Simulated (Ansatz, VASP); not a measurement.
# One calculation of Rb, two programs

```
Rb
1.0
     0.00000    2.69685    2.69685
     2.69685    0.00000    2.69685
     2.69685    2.69685    0.00000
Rb
1
Direct
  0.00000 0.00000 0.00000
```

Change from the starting cell: volume scaled by 0.43, PAW files.

Alike in both runs: task single point; functional PBE; k mesh 10 × 10 × 10; occupations fermi-dirac, width 0.08 eV; no spin polarisation.

|  | VASP | Ansatz |
| --- | --- | --- |
| version | VASP 6.6.1 | Ansatz 0.2.0 |
| potentials or method | VASP PAW PBE potentials, release 64 (Rb_sv) | PAW with Ansatz's default frozen-core files, scalar-relativistic |
| plane-wave cutoff (eV) | 520 | 420 |
| valence electrons in the cell | 9 | 9 |

```csv
,VASP,Ansatz,Ansatz less VASP
pressure (GPa),9.4,9.4,-0.02
```

The functional is the same, so the differences come from potentials, cutoffs and numerics.
